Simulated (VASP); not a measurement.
Input of a VASP 6.6.1 run:

The input POSCAR:

```
LuH3
1.0
   -1.6747589792      1.6747589792      2.7833284143
    1.6747589792     -1.6747589792      2.7833284143
    1.6747589792      1.6747589792     -2.7833284143
Lu H
1 3
Direct
    0.0000000000      0.0000000000      0.0000000000
    0.7500000000      0.2500000000      0.5000000000
    0.2500000000      0.7500000000      0.5000000000
    0.5000000000      0.5000000000      0.0000000000
```

INCAR.step1

```
PREC = Accurate ; ENCUT = 520
ISMEAR = -1 ; SIGMA = 0.05
LREAL = F ; LASPH = T
NELM = 100 ; NBANDS = 22
GGA = PE ; ALGO = Normal
EDIFF = 1E-4 ; LWAVE = T
LCHARG = F
```

Contents of INCAR.step2:

```
PREC = Accurate ; ENCUT = 520
EDIFF = 1E-7 ; ISMEAR = -1
SIGMA = 0.05 ; LREAL = F
LASPH = T ; NELM = 100
ALGO = Normal ; ISIF = 2
LWAVE = F ; LCHARG = F
METAGGA = R2SCAN ; LMIXTAU = T
NBANDS = 22 ; ISTART = 1
```

KPOINTS

```
Automatic mesh
0
Gamma
  9 9 9
```

Potentials or basis: VASP PAW PBE potentials, release 64 (Lu, H).

Launch:

```sh
$ cat potpaw_PBE.64/Lu/POTCAR potpaw_PBE.64/H/POTCAR > POTCAR
$ cp INCAR.step1 INCAR
$ mpirun -np 1 vasp_std > vasp.out
$ cp INCAR.step2 INCAR
$ mpirun -np 1 vasp_std > vasp.out
```

Estimate the band gap on the k mesh.

0.34 eV (least direct gap 0.60 eV).

Estimate the pressure.

0.6 GPa.

Stress tensor (GPa, compression positive):
```
0.57 0.00 0.00
0.00 0.57 0.00
0.00 0.00 0.65
```

Caveat: the PAW data sets were made with another functional, which shifts forces and pressure a little; spin-orbit coupling is left out, which moves the levels of the heavy elements; an odd mesh through Γ misses points on the zone boundary, where band edges can lie.
